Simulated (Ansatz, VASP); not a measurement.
# Two plane-wave programs on N

```
N
1.0
     9.80000    0.00000    0.00000
     0.00000   10.00000    0.00000
     0.00000    0.00000    9.40000
N
2
Direct
  0.46024 0.46103 0.50000
  0.53976 0.53897 0.50000
```

Alike in both runs: functional PBE; dispersion D3(BJ); k mesh 1 × 1 × 1; occupations gaussian, width 0.01 eV; no spin polarisation.

Ansatz relaxed the structure, and its values are those at the end. VASP's run is a single point on that final structure, the one shown.

|  | VASP | Ansatz |
| --- | --- | --- |
| version | VASP 6.6.1 | Ansatz 0.2.0 |
| potentials or method | VASP PAW PBE potentials, release 64 (N_h), cutoff 910 eV | scalar-relativistic, plane waves, PAW |
| valence electrons in the cell | 10 | 10 |

VASP gave:

```
gap on the k mesh at the Fermi level (eV) : 8.25
rms of the force components (eV/Å)        : 0.038
```

Problem. Estimate Ansatz's values.

Solution. gap on the k mesh at the Fermi level (eV): 8.24; rms of the force components (eV/Å): 0.003.

Noted on VASP's run: the cutoff is short for stress, so the pressure is rough.
